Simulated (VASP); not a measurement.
The system is In.

```xyz
2
Lattice="3.4814 0.0000 0.0000 -1.7407 3.0150 0.0000 0.0000 0.0000 5.2494" Properties=species:S:1:pos:R:3 pbc="T T T"
In    0.0000    2.0100    1.3123
In    1.7407    1.0050    3.9370
```

This isn't the form of In at room conditions, which is tetragonal.

- Program: VASP 6.6.1
- Task: relaxation of cell and atoms
- Functional: PBE
- Potentials or basis: VASP PAW PBE potentials, release 64 (In_d)
- Cutoff: 600 eV
- k mesh: 15 × 15 × 8
- Occupations: gaussian, width 0.1 eV
- Spin: no spin polarisation

At the start: pressure 0.5 GPa; volume 27.55 Å³/atom.

**Question.** Where does the relaxation end?

**Answer.** Over 24 steps the energy falls by 3.3 meV/atom and the volume is 27.75 Å³/atom (+0.7 %); space group P6_3/mmc (No. 194, to 0.1 Å) before and after.

Step by step:
```csv
step,energy change (eV),largest force (eV/Å),pressure (GPa),volume (Å³)
1,0.0000,0.0000,0.47,55.10
2,-0.0016,0.0000,0.08,55.75
3,-0.0017,0.0000,-0.26,55.97
4,-0.0017,0.0000,-0.01,55.86
5,-0.0017,0.0000,-0.14,55.90
6,-0.0017,0.0000,-0.12,55.88
7,-0.0019,0.0000,0.13,55.78
8,-0.0019,0.0000,-0.07,55.77
9,-0.0019,0.0000,-0.06,55.76
10,-0.0020,0.0000,0.05,55.72
11,-0.0020,0.0000,0.16,55.65
12,-0.0021,0.0000,0.02,55.69
13,-0.0025,0.0000,-0.19,55.81
14,-0.0035,0.0000,-0.30,56.04
15,-0.0046,0.0000,-0.66,56.49
16,-0.0047,0.0000,-0.49,56.31
17,-0.0048,0.0000,-0.55,56.37
18,-0.0048,0.0000,-0.45,56.35
19,-0.0061,0.0000,-0.13,55.83
20,-0.0062,0.0000,-0.16,55.73
21,-0.0064,0.0000,0.00,55.54
22,-0.0064,0.0000,0.03,55.51
23,-0.0065,0.0000,0.04,55.51
24,-0.0067,0.0000,-0.02,55.50
```

Final structure:
```xyz
2
Lattice="3.4123 0.0000 0.0000 -1.7061 2.9551 0.0000 0.0000 0.0000 5.5040" Properties=species:S:1:pos:R:3 pbc="T T T"
In    0.0000    1.9701    1.3760
In    1.7061    0.9850    4.1280
```
